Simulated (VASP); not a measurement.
# Bi2Se3 (R-3m) in VASP: a series of runs, part 2 of 2

VASP 6.6.1.

**3. Electric field gradients, PBEsol (volume scaled by 1.04)**

INCAR

```
  PREC = Accurate
  ENCUT = 520
  EDIFF = 1E-8
  ISMEAR = -1
  SIGMA = 0.03
  LREAL = False
  LASPH = True
  NELM = 60
  ALGO = Normal
  ISIF = 2
  LWAVE = False
  LCHARG = False
  GGA = PS
  LEFG = True
  NBANDS = 32
```

KPOINTS

```
Automatic mesh
0
Gamma
  6 6 6
```

POSCAR

```
Bi2Se3
1.0
    2.0987589926      1.2117190693      9.6709408521
   -2.0987589926      1.2117190693      9.6709408521
    0.0000000000     -2.4234381387      9.6709408521
Bi Se
2 3
Direct
    0.4008000000      0.4008000000      0.4008000000
    0.5992000000      0.5992000000      0.5992000000
    0.0000000000      0.0000000000      0.0000000000
    0.2117000000      0.2117000000      0.2117000000
    0.7883000000      0.7883000000      0.7883000000
```

Potentials or basis: VASP PAW PBE potentials, release 64 (Bi_d, Se).

Launch:

```console
$ cat potpaw_PBE.64/Bi_d/POTCAR potpaw_PBE.64/Se/POTCAR > POTCAR
$ mpirun -np 1 vasp_std > vasp.out
```

OUTCAR:

```text
PREC = Accurate
   ENCUT = 520
   EDIFF = 1E-8
   ISMEAR = -1
   LREAL = False
   LASPH = True
   NELM = 60
   ISIF = 2
   GGA = PS

 ion  position               nearest neighbor table
   1  0.401  0.401  0.401-   5 2.89   5 2.89   5 2.89   3 3.12   3 3.12   3 3.12
   2  0.599  0.599  0.599-   4 2.89   4 2.89   4 2.89   3 3.12   3 3.12   3 3.12
   3  0.000  0.000  0.000-   2 3.12   1 3.12   2 3.12   2 3.12   1 3.12   1 3.12
   4  0.212  0.212  0.212-   2 2.89   2 2.89   2 2.89
   5  0.788  0.788  0.788-   1 2.89   1 2.89   1 2.89

  LATTYP: Found a trigonal (rhomboedric) cell.
 ALAT       =     9.9699623558
 COS(alpha) =     0.9113725817

  Lattice vectors:

 A1 = (   2.0987589926,   1.2117190693,   9.6709408521)
 A2 = (  -2.0987589926,   1.2117190693,   9.6709408521)
 A3 = (   0.0000000000,  -2.4234381387,   9.6709408521)

Analysis of symmetry for initial positions (statically):
=====================================================================
 Subroutine PRICEL returns:
 Original cell was already a primitive cell.

 Routine SETGRP: Setting up the symmetry group for a
 trigonal (rhombohedral) supercell.

 Subroutine GETGRP returns: Found 12 space group operations
 (whereof 12 operations were pure point group operations)
 out of a pool of 12 trial point group operations.

The static configuration has the point symmetry D_3d.

Analysis of symmetry for dynamics (positions and initial velocities):
=====================================================================
 Subroutine PRICEL returns:
 Original cell was already a primitive cell.

 Routine SETGRP: Setting up the symmetry group for a
 trigonal (rhombohedral) supercell.

 Subroutine GETGRP returns: Found 12 space group operations
 (whereof 12 operations were pure point group operations)
 out of a pool of 12 trial point group operations.

The dynamic configuration has the point symmetry D_3d.

 Subroutine INISYM returns: Found 12 space group operations
 (whereof 12 operations are pure point group operations),
 and found     1 'primitive' translations

----------------------------------------------------------------------------------------

                                     Primitive cell

  volume of cell :     147.5654

  direct lattice vectors                    reciprocal lattice vectors
     2.098758993  1.211719069  9.670940852     0.238236025  0.137545633  0.034467519
    -2.098758993  1.211719069  9.670940852    -0.238236025  0.137545633  0.034467519
     0.000000000 -2.423438139  9.670940852     0.000000000 -0.275091266  0.034467519

  length of vectors
     9.969962356  9.969962356  9.969962356     0.277242159  0.277242159  0.277242159

  position of ions in fractional coordinates (direct lattice)
     0.400800000  0.400800000  0.400800000
     0.599200000  0.599200000  0.599200000
     0.000000000  0.000000000  0.000000000
     0.211700000  0.211700000  0.211700000
     0.788300000  0.788300000  0.788300000

  ion indices of the primitive-cell ions
   primitive index   ion index
[... 90 lines left out ...]
   EMIN   =  10.00;   EMAX   =-10.00  energy-range for DOS
   EFERMI =   0.00;   METHOD = LEGACY
   ISMEAR =    -1;   SIGMA  =   0.03  broadening in eV -4-tet -1-fermi 0-gaus
   EFERMI_NEDOS =   21; number of points for ismear=-14 and -15
   IALGO  =     38    algorithm
   IMIX   =      4    mixing-type and parameters
     AMIX     =   0.40;   BMIX     =  1.00
     AMIX_MAG =   1.60;   BMIX_MAG =  1.00
  volume/ion in A,a.u.               =      29.51       199.16
  Fermi-wavevector in a.u.,A,eV,Ry     =   1.125884  2.127613 17.246954  1.267615
  Thomas-Fermi vector in A             =   2.262563
   LORBIT       =      0    0 simple, 1 ext, 2 COOP (PROOUT), +10 PAW based schemes
   GGA     = PS    functional components
   LHFCALC =     F    Hartree Fock is set to
   AEXX    =    0.0000 exact exchange contribution
   IVDW    =     0    specifies the selected vdW correction
   LEPSILON=     F    determine dielectric tensor
   LRPA    =     F    only Hartree local field effects (RPA)
 non-spin polarized calculation
  energy-cutoff  :      520.00
  volume of cell :      147.57
 maximum number of plane-waves:      4000
 NGX is ok and might be reduce to    80
   NGX = 37   NGY = 37   NGZ = 37

 number of electron      48.0000001 magnetization

 Free energy of the ion-electron system (eV)
  ---------------------------------------------------
  ext. energy  EPLUGINS =         0.00000000
  ---------------------------------------------------
  free energy    TOTEN  =       -21.99923133 eV

  energy without entropy =      -21.99911190  energy(sigma->0) =      -21.99917161

 E-fermi :   4.4301     XC(G=0):  -9.5050

 val. band max:        4.3444459049   @ k =   0.0000   0.0000   0.0000
 cond. band min:       4.5157306085   @ k =   0.0000   0.0000   0.0000
 fundamental gap:      0.1712847035
 Fermi energy:         4.4301105596

 k-point     1 :       0.0000    0.0000    0.0000
  band No.  band energies     occupation
      1     -18.6221      2.00000
      2     -18.6221      2.00000
      3     -18.6207      2.00000
      4     -18.6207      2.00000
      5     -18.6155      2.00000
      6     -18.6133      2.00000
[... 829 lines left out ...]
     31       9.0897      0.00000
     32      10.7860      0.00000

 [... further k-points ...]
[... 5 lines left out ...]
  --------------------------------------------------------------------------------------
  -------------------------------------------------------------------------------------
  Total       -2.3741018     -2.3741018     -2.2883254      0.0000000      0.0000000      0.0000000
  in kB      -25.7765882    -25.7765882    -24.8452784      0.0000000      0.0000000      0.0000000
  external PRESSURE =     -25.4661516 kB  Pullay stress =       0.0000000 kB

 VOLUME and BASIS-vectors are now :
 -----------------------------------------------------------------------------
  energy-cutoff  :      520.00
  volume of cell :      147.57
      direct lattice vectors                 reciprocal lattice vectors
     2.098758993  1.211719069  9.670940852     0.238236025  0.137545633  0.034467519
    -2.098758993  1.211719069  9.670940852    -0.238236025  0.137545633  0.034467519
     0.000000000 -2.423438139  9.670940852     0.000000000 -0.275091266  0.034467519

 POSITION                                       TOTAL-FORCE (eV/Angst)
 -----------------------------------------------------------------------------------
      0.00000     -0.00000     11.62834         0.000000      0.000000     -0.073821
      0.00000     -0.00000     17.38448         0.000000     -0.000000      0.073821
      0.00000      0.00000      0.00000         0.000000     -0.000000      0.000000
      0.00000     -0.00000      6.14201         0.000000     -0.000000      0.193625
      0.00000     -0.00000     22.87081         0.000000      0.000000     -0.193625
 -----------------------------------------------------------------------------------
    total drift:                                0.000000      0.000000     -0.000000

  FREE ENERGIE OF THE ION-ELECTRON SYSTEM (eV)
  ---------------------------------------------------
  free  energy   TOTEN  =       -21.9992313251 eV

  energy  without entropy=      -21.9991118973  energy(sigma->0) =      -21.99917161

 Electric field gradients (V/A^2)
---------------------------------------------------------------------
 ion       V_xx      V_yy      V_zz      V_xy      V_xz      V_yz
---------------------------------------------------------------------
   1      -2.141    -2.141     4.282    -0.000    -0.000     0.000
   2      -2.141    -2.141     4.282    -0.000    -0.000     0.000
   3     -36.228   -36.228    72.457     0.000     0.000     0.000
   4       5.932     5.932   -11.863    -0.000    -0.000     0.000
   5       5.932     5.932   -11.863     0.000    -0.000     0.000
---------------------------------------------------------------------

 Electric field gradients after diagonalization (V/A^2)
 (convention: |V_zz| > |V_xx| > |V_yy|)
----------------------------------------------------------------------
 ion       V_xx      V_yy      V_zz     asymmetry (V_yy - V_xx)/ V_zz
----------------------------------------------------------------------
   1      -2.141    -2.141     4.282       0.000
   2      -2.141    -2.141     4.282       0.000
   3     -36.228   -36.228    72.457       0.000
   4       5.932     5.932   -11.863       0.000
   5       5.932     5.932   -11.863       0.000
----------------------------------------------------------------------

           NMR quadrupolar parameters

 Cq : quadrupolar parameter    Cq=e*Q*V_zz/h
 eta: asymmetry parameters     (V_yy - V_xx)/ V_zz
 Q  : nuclear electric quadrupole moment in mb (millibarn)
----------------------------------------------------------------------
 ion       Cq(MHz)       eta       Q (mb)
----------------------------------------------------------------------
   1       0.010       0.000       1.000
   2       0.010       0.000       1.000
   3       0.175       0.000       1.000
   4      -0.029       0.000       1.000
   5      -0.029       0.000       1.000
----------------------------------------------------------------------
```

OSZICAR:

```text
N       E                     dE             d eps       ncg     rms          rms(c)
DAV:   1     0.457190565419E+03    0.45719E+03   -0.22823E+04  2048   0.154E+03
DAV:   2     0.320812896739E+02   -0.42511E+03   -0.40771E+03  2096   0.401E+02
DAV:   3    -0.204647774168E+02   -0.52546E+02   -0.49514E+02  2712   0.148E+02
DAV:   4    -0.227020919093E+02   -0.22373E+01   -0.22273E+01  2216   0.321E+01
DAV:   5    -0.227857502243E+02   -0.83658E-01   -0.83649E-01  3008   0.643E+00    0.491E+00
DAV:   6    -0.220005589813E+02    0.78519E+00   -0.10340E+00  2808   0.736E+00    0.299E+00
DAV:   7    -0.219986161864E+02    0.19428E-02   -0.31175E-01  2280   0.239E+00    0.158E+00
DAV:   8    -0.219993564024E+02   -0.74022E-03   -0.40284E-02  2696   0.102E+00    0.508E-01
DAV:   9    -0.219991250953E+02    0.23131E-03   -0.22227E-03  2680   0.394E-01    0.113E-01
DAV:  10    -0.219991968946E+02   -0.71799E-04   -0.75069E-04  2344   0.146E-01    0.532E-02
DAV:  11    -0.219992176563E+02   -0.20762E-04   -0.84865E-05  2408   0.554E-02    0.294E-02
DAV:  12    -0.219992313130E+02   -0.13657E-04   -0.33550E-05  2280   0.285E-02    0.669E-03
DAV:  13    -0.219992314486E+02   -0.13563E-06   -0.22199E-06  2752   0.114E-02    0.411E-03
DAV:  14    -0.219992313474E+02    0.10125E-06   -0.57381E-07  2408   0.375E-03    0.111E-03
DAV:  15    -0.219992313191E+02    0.28249E-07   -0.75641E-08  2072   0.181E-03    0.320E-04
DAV:  16    -0.219992313251E+02   -0.60218E-08   -0.78924E-09  1656   0.567E-04
   1 F= -.21999231E+02 E0= -.21999172E+02  d E =-.119428E-03
```

stdout:

```text
POSCAR found type information on POSCAR BiSe
 POSCAR found :  2 types and       5 ions
 scaLAPACK will be used
 -----------------------------------------------------------------------------
|                                                                             |
|                                                                             |
|     You enforced a specific xc type in the INCAR file but a different       |
|     I HOPE YOU KNOW WHAT YOU ARE DOING!                                     |
|                                                                             |
 -----------------------------------------------------------------------------

 LDA part: xc-table for (Slater+PW92), standard interpolation
 POSCAR, INCAR and KPOINTS ok, starting setup
 FFT: planning ... GRIDC
 FFT: planning ... GRID_SOFT
 FFT: planning ... GRID
 WAVECAR not read
 entering main loop
ion   1

ion   2

ion   3

ion   4

ion   5
```

It took 12 min on 1 thread of Intel Xeon Platinum 8559C (Emerald Rapids), shared host; peak memory 0.93 GiB.

What came out:

```
Free energy            : -21.9992 eV
Pressure               : -2.5 GPa
Largest force          : 0.194 eV/Å
Band gap on the k mesh : 0.17 eV, direct
```

Forces on the atoms (eV/Å):
```
Bi   0.000  0.000 -0.074
Bi   0.000  0.000  0.074
Se   0.000  0.000  0.000
Se   0.000  0.000  0.194
Se   0.000  0.000 -0.194
```

Levels at points of the mesh, in eV from the valence-band top:
```
           k point  band 21  band 22  band 23  band 24  band 25  band 26  band 27  band 28
(0.00, 0.00, 0.00)    -1.72    -1.08    -1.08     0.00     0.17     1.40     1.40     2.09
(0.50, 0.00, 0.00)    -2.84    -2.00    -1.10    -0.52     0.82     1.92     2.92     3.06
(0.50, 0.50, 0.00)    -1.81    -1.76    -1.49    -0.94     1.33     1.94     2.54     2.90
(0.50, 0.50, 0.50)    -1.50    -1.23    -1.23    -0.45     0.62     1.69     1.69     1.98
```

Electric field gradients, principal values (V/Å²):
```tsv
atom	least	middle	greatest (by size)
1 Bi	-2.141	-2.141	4.282
2 Bi	-2.141	-2.141	4.282
3 Se	-36.228	-36.228	72.457
4 Se	5.932	5.932	-11.863
5 Se	5.932	5.932	-11.863
```

Caveat: without QUAD_EFG the Cq values of the log hold for a quadrupole moment of 1 mb, not for the nuclei; the PAW data sets were made with another functional, which shifts forces and pressure a little; spin-orbit coupling is left out, which moves the levels of the heavy elements.
